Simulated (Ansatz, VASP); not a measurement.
## Two plane-wave programs on ReBi2

Contents of INCAR:

```
PREC     = Accurate       # precision mode
ENCUT    = 520            # plane-wave cutoff, eV
EDIFF    = 1E-6           # SCF threshold, eV
ISMEAR   = 0              # smearing method
SIGMA    = 0.1            # smearing width, eV
LREAL    = False          # projectors in reciprocal space
LASPH    = True           # aspherical terms in the spheres
NELM     = 100            # most SCF steps
ALGO     = Normal         # electronic algorithm
ISIF     = 2              # what is computed and relaxed
LWAVE    = False          # write WAVECAR
LCHARG   = False          # write CHGCAR
GGA      = PE             # functional
NBANDS   = 26             # bands
```

The input KPOINTS:

```
regular mesh
0
Gamma
  6 6 6
```

The input POSCAR:

```
ReBi2
1.0
   -1.9538538295      1.9538538295      4.7930476755
    1.9538538295     -1.9538538295      4.7930476755
    1.9538538295      1.9538538295     -4.7930476755
Re Bi
1 2
Direct
    0.0000000000      0.0000000000      0.0000000000
    0.6650000000      0.6650000000      0.0000000000
    0.3350000000      0.3350000000      0.0000000000
```

Input for Ansatz:

```yaml
crystal:
  lattice:
    - [-1.9538538295, 1.9538538295, 4.7930476755]
    - [1.9538538295, -1.9538538295, 4.7930476755]
    - [1.9538538295, 1.9538538295, -4.7930476755]
  atoms:
    - { symbol: Re, position: [0.0, 0.0, 0.0] }
    - { symbol: Bi, position: [0.665, 0.665, 0.0] }
    - { symbol: Bi, position: [0.335, 0.335, 0.0] }
basis:
  ecutwfc: 420
kpoints:
  mp_grid: { grid: [6, 6, 6] }
hamiltonian:
  xc: pbe
scf:
  occupations: { method: gaussian, width: 0.1 }
  lower_state_search: "off"
output:
  forces: true
  stress: true
  eigenvalues: true
```

Alike in both runs: task single point; functional PBE; k mesh 6 × 6 × 6; occupations gaussian, width 0.1 eV; no spin polarisation.

|  | VASP | Ansatz |
| --- | --- | --- |
| version | VASP 6.6.1 | Ansatz 0.2.0 |
| potentials or method | VASP PAW PBE potentials, release 64 (Re, Bi_d), cutoff 520 eV | scalar-relativistic, plane waves, PAW |
| valence electrons in the cell | 37 | 45 |

```tsv
	VASP	Ansatz	Ansatz less VASP
gap on the k mesh at the Fermi level (eV)	none	none	-
pressure (GPa)	-2.7	-2.6	+0.14
traceless stress, the component that is largest in VASP (GPa)	0.57	0.58	+0.012
rms of the force components (eV/Å)	0.565	0.563	-0.0020
```

Atom by atom the forces differ by 0.002 eV/Å (rms over components). A gap of «none» marks a metal or a gap that the smearing closes. With one functional, cell and mesh, what is left measures potentials, basis and numerics. VASP's potentials hold 37 valence electrons a cell and Ansatz's 45, so a difference there can come from the potentials and not from the codes.

The k mesh is coarse, so the values compare programs but aren't converged. Neither program's run includes spin-orbit coupling.
